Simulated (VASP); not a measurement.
# MgSe (l.bB) (Fm-3m) in VASP: further runs, part 2 of 2

VASP 6.6.1.

## Step 3: Single point, LDA

This run uses another cell than the first one, of 19.59 Å³/atom, 0.968 times its volume.

File INCAR:

```
SYSTEM = MgSe
PREC = Accurate
ENCUT = 600
EDIFF = 1E-6
ISMEAR = 0
SIGMA = 0.02
LREAL = .False.
LASPH = .True.
NELM = 120
ALGO = Normal
ISIF = 2
LWAVE = .False.
LCHARG = .True.
LELF = .True.
LVHAR = .True.
NBANDS = 11
GGA_COMPAT = .False.
```

File KPOINTS:

```
Automatic mesh
0
Gamma
  8 8 8
  0 0 0
```

File POSCAR:

```
MgSe
1.0
    0.0000000000      2.6958606120      2.6958606120
    2.6958606120      0.0000000000      2.6958606120
    2.6958606120      2.6958606120      0.0000000000
Mg Se
1 1
Direct
    0.0000000000      0.0000000000      0.0000000000
    0.5000000000      0.5000000000      0.5000000000
```

Potentials or basis: VASP PAW LDA potentials, release 64 (Mg, Se).

Started as:

```sh
> cat potpaw_LDA.64/Mg/POTCAR potpaw_LDA.64/Se/POTCAR > POTCAR
> mpirun -np 1 vasp_std > vasp.out
```

OUTCAR:

```text
SYSTEM = MgSe
   PREC = Accurate
   ENCUT = 600
   EDIFF = 1E-6
   ISMEAR = 0
   LREAL = .False.
   LASPH = .True.
   NELM = 120
   ISIF = 2

 ion  position               nearest neighbor table
   1  0.000  0.000  0.000-   2 2.70   2 2.70   2 2.70   2 2.70   2 2.70   2 2.70
   2  0.500  0.500  0.500-   1 2.70   1 2.70   1 2.70   1 2.70   1 2.70   1 2.70

  LATTYP: Found a face centered cubic cell.
 ALAT       =     5.3917212240

  Lattice vectors:

 A1 = (   0.0000000000,   2.6958606120,   2.6958606120)
 A2 = (   2.6958606120,   0.0000000000,   2.6958606120)
 A3 = (   2.6958606120,   2.6958606120,   0.0000000000)

Analysis of symmetry for initial positions (statically):
=====================================================================
 Subroutine PRICEL returns:
 Original cell was already a primitive cell.

 Routine SETGRP: Setting up the symmetry group for a
 face centered cubic supercell.

 Subroutine GETGRP returns: Found 48 space group operations
 (whereof 48 operations were pure point group operations)
 out of a pool of 48 trial point group operations.

The static configuration has the point symmetry O_h .

Analysis of symmetry for dynamics (positions and initial velocities):
=====================================================================
 Subroutine PRICEL returns:
 Original cell was already a primitive cell.

 Routine SETGRP: Setting up the symmetry group for a
 face centered cubic supercell.

 Subroutine GETGRP returns: Found 48 space group operations
 (whereof 48 operations were pure point group operations)
 out of a pool of 48 trial point group operations.

The dynamic configuration has the point symmetry O_h .

 Subroutine INISYM returns: Found 48 space group operations
 (whereof 48 operations are pure point group operations),
 and found     1 'primitive' translations

----------------------------------------------------------------------------------------

                                     Primitive cell

  volume of cell :      39.1852

  direct lattice vectors                    reciprocal lattice vectors
     0.000000000  2.695860612  2.695860612    -0.185469530  0.185469530  0.185469530
     2.695860612  0.000000000  2.695860612     0.185469530 -0.185469530  0.185469530
[... 112 lines left out ...]
   AEXX    =    0.0000 exact exchange contribution
   IVDW    =     0    specifies the selected vdW correction
   LEPSILON=     F    determine dielectric tensor
   LRPA    =     F    only Hartree local field effects (RPA)
 non-spin polarized calculation
 Gauss-broadening in eV      SIGMA  =   0.02
  energy-cutoff  :      600.00
  volume of cell :       39.19
 maximum number of plane-waves:      1325
   NGX = 15   NGY = 15   NGZ = 15

 number of electron       8.0000000 magnetization

 Free energy of the ion-electron system (eV)
  ---------------------------------------------------
  ext. energy  EPLUGINS =         0.00000000
  ---------------------------------------------------
  free energy    TOTEN  =        -8.60128623 eV

  energy without entropy =       -8.60128623  energy(sigma->0) =       -8.60128623

 E-fermi :   3.5773     XC(G=0):  -9.8836

 val. band max:        3.4575215367   @ k =   0.0000   0.0000   0.0000
 cond. band min:       5.1600917345   @ k =   0.5000   0.5000   0.0000
 fundamental gap:      1.7025701978
 Fermi energy:         3.5772959524

 k-point     1 :       0.0000    0.0000    0.0000
  band No.  band energies     occupation
      1      -9.6978      2.00000
      2       3.4575      2.00000
      3       3.4575      2.00000
      4       3.4575      2.00000
      5       6.0812      0.00000
      6      10.8040      0.00000
      7      10.8040      0.00000
      8      10.8040      0.00000
      9      13.4542      0.00000
     10      13.4542      0.00000
     11      14.3789      0.00000
[... 309 lines left out ...]
 k-point    24 :      -0.3750    0.2500    0.1250
  band No.  band energies     occupation
      1      -8.3126      2.00000
      2      -1.1828      2.00000
      3       1.1048      2.00000
      4       2.1666      2.00000
      5       8.1551      0.00000
      6       8.8376      0.00000
      7      11.2305      0.00000
      8      12.6047      0.00000
      9      14.5450      0.00000
     10      15.2582      0.00000
     11      17.6161      0.00000

 [... further k-points ...]
[... 5 lines left out ...]
  --------------------------------------------------------------------------------------
  -------------------------------------------------------------------------------------
  Total       -0.0762336     -0.0762336     -0.0762336     -0.0000000      0.0000000     -0.0000000
  in kB       -3.1169864     -3.1169864     -3.1169864     -0.0000000      0.0000000     -0.0000000
  external PRESSURE =      -3.1169864 kB  Pullay stress =       0.0000000 kB

 VOLUME and BASIS-vectors are now :
 -----------------------------------------------------------------------------
  energy-cutoff  :      600.00
  volume of cell :       39.19
      direct lattice vectors                 reciprocal lattice vectors
     0.000000000  2.695860612  2.695860612    -0.185469530  0.185469530  0.185469530
     2.695860612  0.000000000  2.695860612     0.185469530 -0.185469530  0.185469530
     2.695860612  2.695860612  0.000000000     0.185469530  0.185469530 -0.185469530

 POSITION                                       TOTAL-FORCE (eV/Angst)
 -----------------------------------------------------------------------------------
      0.00000      0.00000      0.00000        -0.000000     -0.000000      0.000000
      2.69586      2.69586      2.69586         0.000000      0.000000      0.000000
 -----------------------------------------------------------------------------------
    total drift:                               -0.000000     -0.000000      0.000000

  FREE ENERGIE OF THE ION-ELECTRON SYSTEM (eV)
  ---------------------------------------------------
  free  energy   TOTEN  =        -8.6012862337 eV

  energy  without entropy=       -8.6012862337  energy(sigma->0) =       -8.60128623
```

OSZICAR:

```text
N       E                     dE             d eps       ncg     rms          rms(c)
DAV:   1     0.259183796568E+02    0.25918E+02   -0.38099E+03   646   0.662E+02
DAV:   2    -0.717848314457E+01   -0.33097E+02   -0.31506E+02   768   0.102E+02
DAV:   3    -0.892277841252E+01   -0.17443E+01   -0.17413E+01   790   0.249E+01
DAV:   4    -0.893241549266E+01   -0.96371E-02   -0.96367E-02   744   0.214E+00
DAV:   5    -0.893246235701E+01   -0.46864E-04   -0.46864E-04   761   0.152E-01    0.313E+00
DAV:   6    -0.865434956831E+01    0.27811E+00   -0.48673E-01   710   0.258E+00    0.196E+00
DAV:   7    -0.860489257739E+01    0.49457E-01   -0.19256E-01   722   0.170E+00    0.951E-01
DAV:   8    -0.860145286131E+01    0.34397E-02   -0.93048E-03   683   0.473E-01    0.252E-01
DAV:   9    -0.860129608799E+01    0.15677E-03   -0.44447E-04   716   0.977E-02    0.112E-01
DAV:  10    -0.860128874454E+01    0.73435E-05   -0.11222E-04   713   0.447E-02    0.438E-02
DAV:  11    -0.860128629566E+01    0.24489E-05   -0.68032E-06   704   0.117E-02    0.771E-03
DAV:  12    -0.860128623369E+01    0.61973E-07   -0.42259E-07   364   0.338E-03
   1 F= -.86012862E+01 E0= -.86012862E+01  d E =-.175553E-19
```

Run time: 16 s. Hardware: 1 thread of AMD EPYC 7R13, shared host; peak memory 0.13 GiB.

Results:

```yaml
Free_energy: -8.6013 eV
Pressure: -0.3 GPa
Band_gap_on_the_k_mesh: 1.70 eV, indirect (least direct gap 2.62 eV)
```

A k mesh can miss the band edges.

## Step 4: Single point, LDA

This run uses another cell than the first one, of 19.59 Å³/atom, 0.968 times its volume.

File INCAR:

```
ALGO     = Normal         # electronic algorithm
EDIFF    = 1E-6           # SCF threshold, eV
ENCUT    = 600            # plane-wave cutoff, eV
GGA      = CA             # functional
GGA_COMPAT= False        
ISIF     = 2              # what is computed and relaxed
ISMEAR   = 0              # smearing method
LASPH    = True           # aspherical terms in the spheres
LCHARG   = True           # write CHGCAR
LELF     = True           # ELF
LREAL    = False          # projectors in reciprocal space
LVHAR    = True         
LWAVE    = False          # write WAVECAR
NBANDS   = 11             # bands
NELM     = 120            # most SCF steps
PREC     = Accurate       # precision mode
SIGMA    = 0.02           # smearing width, eV
```

File KPOINTS:

```
k-points
0
Gamma
  10 10 10
```

POSCAR is that of step 3.

Started as:

```sh
> cat potpaw_LDA.64/Mg/POTCAR potpaw_LDA.64/Se/POTCAR > POTCAR
> mpirun -np 1 vasp_std > vasp.out
```

Run time: 25 s. Hardware: 1 thread of AMD EPYC 7R13, shared host; peak memory 0.14 GiB.

It converged, with:

| Item | Value |
| --- | --- |
| Free energy | -8.6019 eV |
| Pressure | -0.3 GPa |
| Band gap on the k mesh | 1.70 eV, indirect (least direct gap 2.62 eV) |

Levels at points of the mesh, in eV from the valence-band top:
| k point | band 1 | band 2 | band 3 | band 4 | band 5 | band 6 | band 7 | band 8 |
| --- | --- | --- | --- | --- | --- | --- | --- | --- |
| (0.00, 0.00, 0.00) | -13.16 | 0.00 | 0.00 | 0.00 | 2.62 | 7.35 | 7.35 | 7.35 |
| (0.50, 0.00, 0.00) | -11.95 | -5.17 | -0.62 | -0.62 | 3.75 | 6.04 | 6.04 | 8.67 |
| (0.50, 0.50, 0.00) | -11.61 | -4.47 | -1.88 | -1.88 | 1.70 | 3.79 | 11.91 | 12.29 |

A k mesh can miss the band edges. LDA gaps usually lie below the measured ones, often by a third to a half.

## Step 5: Overview

```tsv
cell	k mesh	smearing	gap on the mesh (eV)	pressure (GPa)
a = 3.854 Å, angles 60.0°, 2 atoms	6 × 6 × 6	gaussian 0.1 eV	1.65	-2.4
a = 3.813 Å, angles 60.0°, 2 atoms	8 × 8 × 8	gaussian 0.02 eV	1.70	-0.3
a = 3.813 Å, angles 60.0°, 2 atoms	10 × 10 × 10	gaussian 0.02 eV	1.70	-0.3
```

Alike in all rows: task single point; level LDA; potentials or basis VASP PAW LDA potentials, release 64 (Mg, Se); no spin polarisation; cutoff (eV) 600.

Total energies depend on the potentials used, so only differences within one code and one set of settings carry meaning.
